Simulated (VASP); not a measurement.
MgS: single point with PBEsol

The system is MgS.

```xyz
2
Lattice="2.6428 2.6428 0.0000 -2.6428 2.6428 0.0000 0.0000 2.6428 2.5642" Properties=species:S:1:pos:R:3 pbc="T T T"
Mg    0.0000    0.0000    0.0000
S     0.0000    2.6428    0.0000
```

This cell differs from its parent crystal: in-plane strain +0.02, then relaxed in part.

- Program: VASP 6.6.1
- Task: single point
- Functional: PBEsol
- Potentials or basis: VASP PAW PBE potentials, release 64 (Mg, S)
- Cutoff: 520 eV
- k mesh: 8 × 8 × 8
- Occupations: gaussian, width 0.01 eV
- Spin: no spin polarisation

| Property | Result |
| --- | --- |
| Pressure | -2.2 GPa |
| Band gap on the k mesh | 2.54 eV, indirect (least direct gap 3.42 eV) |

Stress tensor (GPa, compression positive):
```
-3.20  0.00  0.00
 0.00 -3.20  0.00
 0.00  0.00 -0.21
```

Levels at points of the mesh, in eV from the valence-band top:
| k point | band 1 | band 2 | band 3 | band 4 | band 5 | band 6 | band 7 | band 8 |
| --- | --- | --- | --- | --- | --- | --- | --- | --- |
| (0.00, 0.00, 0.00) | -12.63 | -0.14 | 0.00 | 0.00 | 3.42 | 7.72 | 7.72 | 8.03 |
| (0.50, 0.00, 0.00) | -11.35 | -4.85 | -0.67 | -0.59 | 4.32 | 6.60 | 6.95 | 9.85 |
| (0.50, 0.50, 0.00) | -11.02 | -4.23 | -1.80 | -1.54 | 2.68 | 4.29 | 11.55 | 12.68 |
| (0.00, 0.00, 0.50) | -10.92 | -4.19 | -1.80 | -1.80 | 2.54 | 4.18 | 11.86 | 12.78 |

Run time: 12 s on 1 thread of Intel(R) Xeon(R) Platinum 8488C (Sapphire Rapids), on a shared host, peak memory 0.17 GiB.

Caveat: the cell differs from its parent crystal (in-plane strain +0.02, then relaxed in part); the PAW data sets were made with another functional, which shifts forces and pressure a little. A k mesh can miss the band edges.
